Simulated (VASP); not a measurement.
Input of a VASP 6.6.1 run:

The input INCAR:

```
SYSTEM = Si
  PREC = Accurate
  ENCUT = 520
  EDIFF = 1E-6
  ISMEAR = -1
  SIGMA = 0.08
  LREAL = .False.
  LASPH = .True.
  NELM = 80
  ALGO = Normal
  ISIF = 2
  LWAVE = .False.
  LCHARG = .True.
  GGA = PE
  LELF = .True.
  LVHAR = .True.
  ISYM = 0
  NBANDS = 11
```

The input KPOINTS:

```
regular mesh
0
Gamma
  16 16 11
  0 0 0
```

Contents of POSCAR:

```
Si
1.0
   -2.2732885782      2.3919520203      1.2876245834
    2.2732885782     -2.3919520203      1.2876245834
    2.2732885782      2.3919520203     -1.2876245834
Si
2
Direct
    0.8070000000      0.5570000000      0.2500000000
    0.1930000000      0.4430000000      0.7500000000
```

Potentials or basis: VASP PAW PBE potentials, release 64 (Si).

The run is started by

```bash
$ cat potpaw_PBE.64/Si/POTCAR > POTCAR
$ mpirun -np 1 vasp_std > vasp.out
```

(1) Predict the band gap on the k mesh.

(2) What does it give for the largest force?

(3) Predict the pressure.

Results:

(1) zero (bands 4 and 5 overlap by 7.31 eV).

(2) 0.026 eV/Å.

(3) 10.9 GPa.

Caveat: the cell stands under pressure.
